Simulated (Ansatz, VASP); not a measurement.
**Ru: VASP beside Ansatz**

```
Ru
1.0
     0.00000    1.88912    1.88912
     1.88912    0.00000    1.88912
     1.88912    1.88912    0.00000
Ru
1
Direct
  0.00000 0.00000 0.00000
```

Change from the starting cell: volume scaled by 0.96.

Alike in both runs: task single point; functional RPBE; k mesh 12 × 12 × 12; occupations tetrahedron; no spin polarisation; Hubbard terms Ru d U = 6.0 eV.

```csv
,VASP,Ansatz
version,VASP 6.6.1,Ansatz 0.2.0
potentials or method,"VASP PAW PBE potentials, release 64 (Ru_pv), cutoff 520 eV","all-electron LAPW, scalar-relativistic"
```

|  | VASP | Ansatz | Ansatz less VASP |
| --- | --- | --- | --- |
| gap on the k mesh at the Fermi level (eV) | none | none | - |
| pressure (GPa) | 5.1 | 9.7 | +4.63 |

VASP's potentials were made for PBE, not for RPBE. The programs project onto different local orbitals, so the same U acts differently, and such runs can settle in different states. A gap of «none» marks a metal or a gap that the smearing closes. Ansatz ran all-electron here, and VASP with PAW potentials.

Noted on Ansatz's run: U is the effective U less J, on atomic orbitals that reach past the spheres.
